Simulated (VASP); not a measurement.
Au, 1 atom in the cell. It takes space group Fm-3m (No. 225, cubic). Conventional cell: a = 4.015 Å, b = 4.015 Å, c = 4.015 Å, α = 90.00°, β = 90.00°, γ = 90.00°. Au (site symmetry m-3m) has 12 Au at 2.84 Å within 3.7 Å. 

* Program: VASP 6.6.1
* Task: single point
* Functional: revPBE
* Dispersion: D3(BJ)
* Potentials or basis: VASP PAW PBE potentials, release 64 (Au)
* Cutoff: 520 eV
* k mesh: 11 × 11 × 11
* Occupations: fermi-dirac, width 0.05 eV
* Spin: no spin polarisation
* Dipole correction: no
* Further INCAR settings: ALGO = Normal; EDIFF = 1e-07; NBANDS = 12

Potentials or basis: VASP PAW PBE potentials, release 64 (Au).

Command:

```console
$ cat potpaw_PBE.64/Au/POTCAR > POTCAR
$ mpirun -np 1 vasp_std > vasp.out
```

Hardware: 1 thread of Intel Xeon 6975P-C, with other jobs on the host.

Q: How long does it take, and how much memory?

A: Run time: 13 s on 1 thread of Intel Xeon 6975P-C, on a shared host, peak memory 0.15 GiB. Counts: scf iterations 11, k points 56.
